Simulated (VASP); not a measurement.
Set up this calculation in VASP 6.6.1, as the native input.

```yaml
Task: relaxation of cell and atoms
Functional: PBE
Potentials_or_basis: VASP PAW PBE potentials, release 64 (Cd, Se)
Cutoff: 600 eV
k_mesh: 4 × 4 × 2
Occupations: gaussian, width 0.2 eV
Spin: no spin polarisation
Dipole_correction: no
Further_INCAR_settings: ALGO = Normal; EDIFF = 1e-06; IBRION = 2; EDIFFG = -0.08; NSW = 36; ISIF = 3
```

The structure of Cd2Se5 lies in POSCAR:

```
Cd2Se5
1.0
    4.3000000000      0.0000000000      0.0000000000
   -2.1500000000      3.7239092400      0.0000000000
    0.0000000000      0.0000000000     11.3000000000
Cd Se
2 5
Direct
    0.3333333300      0.6666666700      0.1150000000
    0.6666666700      0.3333333300      0.8850000000
    0.6666666700      0.3333333300      0.1350000000
    0.3333333300      0.6666666700      0.8650000000
    0.3333333300      0.6666666700      0.3700000000
    0.6666666700      0.3333333300      0.6300000000
    0.0000000000      0.0000000000      0.5000000000
```

One way to write it, as run:

INCAR

```
ALGO = Normal ; EDIFF = 1E-6
EDIFFG = -0.08 ; ENCUT = 600
GGA = PE ; IBRION = 2
ISIF = 3 ; ISMEAR = 0
LASPH = True ; LCHARG = False
LREAL = False ; LWAVE = False
NELM = 100 ; NSW = 36
PREC = Accurate ; SIGMA = 0.2
```

KPOINTS

```
k-points
0
Gamma
  4 4 2
```

Potentials or basis: VASP PAW PBE potentials, release 64 (Cd, Se).

Command:

```console
$ cat potpaw_PBE.64/Cd/POTCAR potpaw_PBE.64/Se/POTCAR > POTCAR
$ mpirun -np 1 vasp_std > vasp.out
```

Results of the run:

The relaxed volume is 28.15 Å³/atom and the relaxed cell is a = 4.277 Å, b = 4.277 Å, c = 12.440 Å, α = 90.00°, β = 90.00°, γ = 120.00°. The space group after relaxing (to 0.1 Å) is P-3m1 (No. 164), the energy gained by relaxing is 105.8 meV/atom and the ionic steps are 31. The pressure after relaxing is -0.1 GPa. The largest force after relaxing is 0.057 eV/Å and the band gap on the k mesh is zero (bands 27 and 28 overlap by 0.12 eV).

Caveat: the k points lie up to 0.42 Å⁻¹ apart in the final cell; semilocal functionals underestimate gaps, so a narrow gap can read as zero; the relaxation stopped at a loose force limit of 0.08 eV/Å, so its end isn't a converged minimum.

Run time: 24 min on 1 thread of Intel(R) Xeon(R) Platinum 8375C CPU @ 2.90GHz (Ice Lake) (shared host), peak memory 0.36 GiB.
